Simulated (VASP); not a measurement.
Runs of VASP 6.6.1 on O. The structure is that of space group Pm-3m (No. 221), or close to it. The cells are those of the table. 

| task | cell | cutoff (eV) | gap on the mesh (eV) | pressure (GPa) |
| --- | --- | --- | --- | --- |
| relaxation of cell and atoms | relaxed to -1.5 GPa from a = 2.062 Å, 1 atom | 600 | none | -1.5 |
| single point | a = 2.003 Å, 1 atom | 520 | none | -1.8 |
| relaxation of cell and atoms | relaxed to -1.5 GPa from a = 2.004 Å, 1 atom | 600 | none | -1.5 |
| single point | a = 2.004 Å, 1 atom | 520 | none | (a) |

Alike in all rows: level PBE; potentials or basis VASP PAW PBE potentials, release 64 (O); no spin polarisation; k mesh 17 × 17 × 17; smearing fermi-dirac 0.08 eV.

Q: Estimate the missing entries.

A: (a) -1.9.

Caveats: the cell is relaxed towards a set pressure, so the run minimises the enthalpy, not the energy (at least some runs).

A gap of «none» marks levels without a gap at the run's occupations.
